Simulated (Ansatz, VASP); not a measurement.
**One calculation of HgTe, two programs**

```
Hg Te
1.0
     0.00000    3.22350    3.19127
     3.22350    0.00000    3.19127
     3.22350    3.22350    0.00000
Hg Te
1 1
Direct
  0.00000 0.00000 0.00000
  0.75000 0.75000 0.75000
```

Change from the starting cell: zz strain of -1 %, crystal datasets.

Alike in both runs: task electric field gradients; functional PBEsol; k mesh 9 × 9 × 9; occupations fermi-dirac, width 0.05 eV; no spin polarisation.

```csv
,VASP,Ansatz
version,VASP 6.6.1,Ansatz 0.2.0
potentials or method,"VASP PAW PBE potentials, release 64 (Hg, Te), cutoff 520 eV","all-electron PAW with datasets made for the crystal, scalar-relativistic"
```

```tsv
	VASP	Ansatz	Ansatz less VASP
pressure (GPa)	2.0	1.8	-0.13
traceless stress, the component that is largest in VASP (GPa)	0.09	0.09	0.000
size of Vzz on the site where it differs most (V/Å²)	6.6	5.5	-1.06
```

VASP's potentials were made for PBE, not for PBEsol. Ansatz ran all-electron here, and VASP with PAW potentials.

Neither program's run includes spin-orbit coupling.
